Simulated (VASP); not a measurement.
Hf, 1 atom in the cell. Symmetry: Pm-3m, No. 221, cubic system. The conventional cell has a = 2.897 Å, b = 2.897 Å, c = 2.897 Å, α = 90.00°, β = 90.00°, γ = 90.00°. Hf (site symmetry m-3m) has 6 Hf at 2.90 Å within 3.8 Å.  This cell differs from its parent crystal: volume scaled by 1.08.

* Program: VASP 6.6.1
* Task: single point
* Functional: LDA
* Potentials or basis: VASP PAW LDA potentials, release 64 (Hf_pv)
* Cutoff: 520 eV
* k mesh: 13 × 13 × 13
* Occupations: fermi-dirac, width 0.1 eV
* Spin: no spin polarisation
* Dipole correction: no
* Further INCAR settings: ALGO = Normal; EDIFF = 1e-07; NBANDS = 11

Potentials or basis: VASP PAW LDA potentials, release 64 (Hf_pv).

Run with:

```sh
$ cat potpaw_LDA.64/Hf_pv/POTCAR > POTCAR
$ mpirun -np 1 vasp_std > vasp.out
```

Hardware: 1 thread of Intel(R) Xeon(R) Platinum 8488C (Sapphire Rapids) (shared host).

Task: How long does it take, and how much memory?

Result: Wall time 11 s on 1 thread of Intel(R) Xeon(R) Platinum 8488C (Sapphire Rapids), on a shared host, peak memory 0.14 GiB. Counts: scf iterations 12, k points 84.
